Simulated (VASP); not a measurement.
# Hf (I4/mmm) in VASP: a series of runs

The runs below take Hf through single point, with PBEsol.

All numbers are computed with VASP 6.6.1; they aren't measurements. Logs are shortened: lines on timing, memory, paths and dates and some standing lists are left out, and cuts for length are marked.

### Step 1. The cell of the first run

The structure is tetragonal, space group I4/mmm (No. 139). Conventional cell: a = 3.610 Å, b = 3.610 Å, c = 3.249 Å, α = 90.00°, β = 90.00°, γ = 90.00°. Within 4.0 Å of Hf (site symmetry 4/mmm) lie 14 Hf at 3.03 to 3.61 Å.

### Step 2. Single point, PBEsol (strain -0.1000 x Voigt [0, 0, 1, 0, 0, 0])

INCAR

```
SYSTEM = Hf
PREC = Accurate ; ENCUT = 520
EDIFF = 1E-6 ; ISMEAR = 0
SIGMA = 0.15 ; LREAL = .FALSE.
LASPH = .TRUE. ; NELM = 60
ALGO = Fast ; ISIF = 2
LWAVE = .FALSE. ; LCHARG = .TRUE.
GGA = PS ; LELF = .TRUE.
LVHAR = .TRUE. ; NBANDS = 11
```

KPOINTS

```
Automatic mesh
0
G
  18 18 18
  0 0 0
```

POSCAR

```
Hf
1.0
   -1.8050000000      1.8050000000      1.6245000000
    1.8050000000     -1.8050000000      1.6245000000
    1.8050000000      1.8050000000     -1.6245000000
Hf
1
Direct
    0.0000000000      0.0000000000      0.0000000000
```

Potentials or basis: VASP PAW PBE potentials, release 64 (Hf_pv).

On the command line:

```sh
cat potpaw_PBE.64/Hf_pv/POTCAR > POTCAR
mpirun -np 1 vasp_std > vasp.out
```

OUTCAR:

```text
SYSTEM = Hf
   PREC = Accurate
   ENCUT = 520
   EDIFF = 1E-6
   ISMEAR = 0
   LREAL = .FALSE.
   LASPH = .TRUE.
   NELM = 60
   ISIF = 2
   GGA = PS

 ion  position               nearest neighbor table
   1  0.000  0.000  0.000-

  LATTYP: Found a body centered tetragonal cell.
 ALAT       =     3.6100000000
 C/A-ratio  =     0.9000000000

  Lattice vectors:

 A1 = (  -1.8050000000,   1.8050000000,   1.6245000000)
 A2 = (   1.8050000000,  -1.8050000000,   1.6245000000)
 A3 = (   1.8050000000,   1.8050000000,  -1.6245000000)

Analysis of symmetry for initial positions (statically):
=====================================================================
 Subroutine PRICEL returns:
 Original cell was already a primitive cell.

 Routine SETGRP: Setting up the symmetry group for a
 body centered tetragonal supercell.

 Subroutine GETGRP returns: Found 16 space group operations
 (whereof 16 operations were pure point group operations)
 out of a pool of 16 trial point group operations.

The static configuration has the point symmetry D_4h.

Analysis of symmetry for dynamics (positions and initial velocities):
=====================================================================
 Subroutine PRICEL returns:
 Original cell was already a primitive cell.

 Routine SETGRP: Setting up the symmetry group for a
 body centered tetragonal supercell.

 Subroutine GETGRP returns: Found 16 space group operations
 (whereof 16 operations were pure point group operations)
 out of a pool of 16 trial point group operations.

The dynamic configuration has the point symmetry D_4h.

 Subroutine INISYM returns: Found 16 space group operations
 (whereof 16 operations are pure point group operations),
 and found     1 'primitive' translations

----------------------------------------------------------------------------------------

                                     Primitive cell

  volume of cell :      21.1706

  direct lattice vectors                    reciprocal lattice vectors
    -1.805000000  1.805000000  1.624500000     0.000000000  0.277008310  0.307787011
     1.805000000 -1.805000000  1.624500000     0.277008310  0.000000000  0.307787011
     1.805000000  1.805000000 -1.624500000     0.277008310  0.277008310  0.000000000

  length of vectors
     3.025731358  3.025731358  3.025731358     0.414085074  0.414085074  0.391748909

  position of ions in fractional coordinates (direct lattice)
     0.000000000  0.000000000  0.000000000

  ion indices of the primitive-cell ions
   primitive index   ion index
                 1           1

----------------------------------------------------------------------------------------

 KPOINTS: Automatic mesh

Automatic generation of k-mesh.
 Grid dimensions read from file:
 generate k-points for:   18   18   18

 Generating k-lattice:

  Cartesian coordinates                     Fractional coordinates (reciprocal lattice)
     0.000000000  0.015389351  0.017099278     0.055555556  0.000000000  0.000000000
     0.015389351  0.000000000  0.017099278     0.000000000  0.055555556  0.000000000
     0.015389351  0.015389351  0.000000000     0.000000000  0.000000000  0.055555556

  Length of vectors
     0.023004726  0.023004726  0.021763828

  Shift w.r.t. Gamma in fractional coordinates (k-lattice)
     0.000000000  0.000000000  0.000000000

 Subroutine IBZKPT returns following result:
 ===========================================

 Found    480 irreducible k-points:

 Following reciprocal coordinates:
            Coordinates               Weight
  0.000000  0.000000  0.000000      1.000000
  0.055556  0.000000 -0.000000      8.000000
  0.111111  0.000000 -0.000000      8.000000
  0.166667  0.000000 -0.000000      8.000000
  0.222222  0.000000 -0.000000      8.000000
  0.277778  0.000000 -0.000000      8.000000
[... 16 lines left out ...]
 -0.277778  0.055556  0.000000     16.000000
 -0.222222  0.055556 -0.000000     16.000000
 [... further k-points ...]
   k-points           NKPTS =    480   k-points in BZ     NKDIM =    480   number of bands    NBANDS=     11
   number of dos      NEDOS =    301   number of ions     NIONS =      1
   total plane-waves  NPLWV =  13824
   dimension x,y,z NGX =    24 NGY =   24 NGZ =   24
   dimension x,y,z NGXF=    48 NGYF=   48 NGZF=   48
   ions per type =               1
   NGX,Y,Z   is equivalent  to a cutoff of  13.19, 13.19, 13.19 a.u.
   NGXF,Y,Z  is equivalent  to a cutoff of  26.37, 26.37, 26.37 a.u.
 SYSTEM =  Hf
   PREC   = accura    normal or accurate (medium, high low for compatibility)
   ISTART =      0    job   : 0-new  1-cont  2-samecut
   ICHARG =      2    charge: 1-file 2-atom 10-const
   ISPIN  =      1    spin polarized calculation?
   LNONCOLLINEAR =      F non collinear calculations
   LSORBIT =      F    spin-orbit coupling
   LASPH  =      T    aspherical Exc in radial PAW
   ENCUT  =  520.0 eV  38.22 Ry    6.18 a.u.   5.63  5.63  5.63*2*pi/ulx,y,z
   NELM   =     60;   NELMIN=  2; NELMDL= -5     # of ELM steps
   EDIFF  = 0.1E-05   stopping-criterion for ELM
   LREAL  =      F    real-space projection
   EDIFFG = 0.1E-04   stopping-criterion for IOM
   NSW    =      0    number of steps for IOM
   IBRION =     -1    ionic relax: 0-MD 1-quasi-New 2-CG
   NFREE  =      0    steps in history (QN), initial steepest desc. (CG)
   ISIF   =      2    stress and relaxation
   ISYM   =      2    0-nonsym 1-usesym 2-fastsym
   POTIM  = 0.5000    time-step for ionic-motion
   TEBEG  =    0.0;   TEEND  =   0.0 temperature during run
   PSTRESS=    0.0 pullay stress
   NELECT =      10.0000    total number of electrons
   NUPDOWN=      -1.0000    fix difference up-down
   EMIN   =  10.00;   EMAX   =-10.00  energy-range for DOS
   EFERMI =   0.00;   METHOD = LEGACY
   ISMEAR =     0;   SIGMA  =   0.15  broadening in eV -4-tet -1-fermi 0-gaus
   EFERMI_NEDOS =   21; number of points for ismear=-14 and -15
   IALGO  =     68    algorithm
   IMIX   =      4    mixing-type and parameters
     AMIX     =   0.40;   BMIX     =  1.00
     AMIX_MAG =   1.60;   BMIX_MAG =  1.00
  volume/ion in A,a.u.               =      21.17       142.87
  Fermi-wavevector in a.u.,A,eV,Ry     =   1.274961  2.409326 22.116607  1.625525
  Thomas-Fermi vector in A             =   2.407700
   LORBIT       =      0    0 simple, 1 ext, 2 COOP (PROOUT), +10 PAW based schemes
   GGA     = PS    functional components
   LHFCALC =     F    Hartree Fock is set to
   AEXX    =    0.0000 exact exchange contribution
   IVDW    =     0    specifies the selected vdW correction
   LEPSILON=     F    determine dielectric tensor
   LRPA    =     F    only Hartree local field effects (RPA)
 non-spin polarized calculation
 RMM-DIIS sequential band-by-band and
 Gauss-broadening in eV      SIGMA  =   0.15
  energy-cutoff  :      520.00
  volume of cell :       21.17
 maximum number of plane-waves:       584
   NGX = 11   NGY = 11   NGZ = 11

 number of electron      10.0000001 magnetization

 Free energy of the ion-electron system (eV)
  ---------------------------------------------------
  ext. energy  EPLUGINS =         0.00000000
  ---------------------------------------------------
  free energy    TOTEN  =       -10.36674516 eV

  energy without entropy =      -10.34715266  energy(sigma->0) =      -10.35694891

 E-fermi :   4.8241     XC(G=0): -11.6444

 val. band max:        4.8229495983   @ k =   0.2778   0.1667   0.1111
 cond. band min:       4.8262086886   @ k =   0.3333   0.2778   0.0556
 fundamental gap:      0.0032590903
 Fermi energy:         4.8241167833

 k-point     1 :       0.0000    0.0000    0.0000
  band No.  band energies     occupation
      1     -24.7890      2.00000
      2     -24.7890      2.00000
      3     -24.7643      2.00000
      4      -2.4276      2.00000
      5       5.5582      0.00000
      6       6.8791      0.00000
      7       6.8791      0.00000
      8       8.2955      0.00000
      9      10.1152      0.00000
     10      17.8778      0.00000
     11      17.8778      0.00000

 k-point     2 :       0.0556    0.0000   -0.0000
  band No.  band energies     occupation
      1     -24.8121      2.00000
      2     -24.7993      2.00000
      3     -24.7757      2.00000
      4      -2.2992      2.00000
      5       5.5840      0.00000
      6       6.8187      0.00000
      7       6.8673      0.00000
      8       8.3014      0.00000
      9       9.9777      0.00000
     10      18.1285      0.00000
     11      18.1534      0.00000

 k-point     3 :       0.1111    0.0000   -0.0000
  band No.  band energies     occupation
      1     -24.9018      2.00000
      2     -24.8288      2.00000
      3     -24.7843      2.00000
      4      -1.9255      2.00000
      5       5.5625      0.00000
      6       6.5906      0.00000
      7       6.9588      0.00000
      8       8.3720      0.00000
      9       9.6909      0.00000
     10      18.7755      0.00000
     11      18.8471      0.00000

 k-point     4 :       0.1667    0.0000   -0.0000
  band No.  band energies     occupation
      1     -25.0409      2.00000
      2     -24.8737      2.00000
      3     -24.7929      2.00000
      4      -1.3426      2.00000
      5       5.3462      0.00000
      6       6.1709      0.00000
      7       7.3636      0.00000
      8       8.5891      0.00000
      9       9.4464      0.00000
     10      19.1865      0.00000
     11      19.8600      0.00000
[... 239 lines left out ...]
 k-point    22 :      -0.3333    0.0556    0.0000
  band No.  band energies     occupation
      1     -25.4539      2.00000
      2     -25.0174      2.00000
      3     -24.8226      2.00000
      4       0.5238      2.00000
      5       4.4612      1.99938
      6       5.1844      0.00068
      7       9.2203      0.00000
      8       9.5329      0.00000
      9       9.8765      0.00000
     10      17.1970      0.00000
     11      18.2287      0.00000

 k-point    23 :      -0.2778    0.0556    0.0000
  band No.  band energies     occupation
      1     -25.2932      2.00000
      2     -24.9582      2.00000
      3     -24.8113      2.00000
      4      -0.1994      2.00000
      5       4.8012      1.17109
      6       5.4416      0.00000
      7       8.5537      0.00000
      8       9.0012      0.00000
      9       9.5736      0.00000
     10      18.1404      0.00000
     11      18.3106      0.00000

 k-point    24 :      -0.2222    0.0556   -0.0000
  band No.  band energies     occupation
      1     -25.1298      2.00000
      2     -24.8976      2.00000
      3     -24.8004      2.00000
      4      -0.9549      2.00000
      5       5.1501      0.00212
      6       5.9123      0.00000
      7       7.8414      0.00000
      8       8.4727      0.00000
      9       9.6422      0.00000
     10      18.2330      0.00000
     11      19.1089      0.00000

 [... further k-points ...]

------------------------ aborting loop because EDIFF is reached ----------------------------------------

  FORCE on cell =-STRESS in cart. coord.  units (eV):
  Direction    XX          YY          ZZ          XY          YZ          ZX
  --------------------------------------------------------------------------------------
  -------------------------------------------------------------------------------------
  Total        0.2456110      0.2456110     -0.2568521      0.0000000      0.0000000      0.0000000
  in kB       18.5876444     18.5876444    -19.4383600      0.0000000      0.0000000      0.0000000
  external PRESSURE =       5.9123096 kB  Pullay stress =       0.0000000 kB

 VOLUME and BASIS-vectors are now :
 -----------------------------------------------------------------------------
  energy-cutoff  :      520.00
  volume of cell :       21.17
      direct lattice vectors                 reciprocal lattice vectors
    -1.805000000  1.805000000  1.624500000     0.000000000  0.277008310  0.307787011
     1.805000000 -1.805000000  1.624500000     0.277008310  0.000000000  0.307787011
     1.805000000  1.805000000 -1.624500000     0.277008310  0.277008310  0.000000000

 POSITION                                       TOTAL-FORCE (eV/Angst)
 -----------------------------------------------------------------------------------
      0.00000      0.00000      0.00000        -0.000000      0.000000      0.000000
 -----------------------------------------------------------------------------------
    total drift:                                0.000000      0.000000     -0.000000

  FREE ENERGIE OF THE ION-ELECTRON SYSTEM (eV)
  ---------------------------------------------------
  free  energy   TOTEN  =       -10.3667451557 eV

  energy  without entropy=      -10.3471526608  energy(sigma->0) =      -10.35694891
```

It took 74 s on 1 thread of Intel Xeon 8259CL, shared host; peak memory 0.23 GiB.

What came out:

```
Free energy            : -10.3667 eV
Pressure               : 0.6 GPa
Band gap on the k mesh : zero (bands 5 and 6 overlap by 1.96 eV)
```

Caveat: the cell differs from its parent crystal (strain -0.1000 x Voigt [0, 0, 1, 0, 0, 0]); the PAW data sets were made with another functional, which shifts forces and pressure a little; spin-orbit coupling is left out, which moves the levels of the heavy elements.

(Continued in part 2 of 2.)
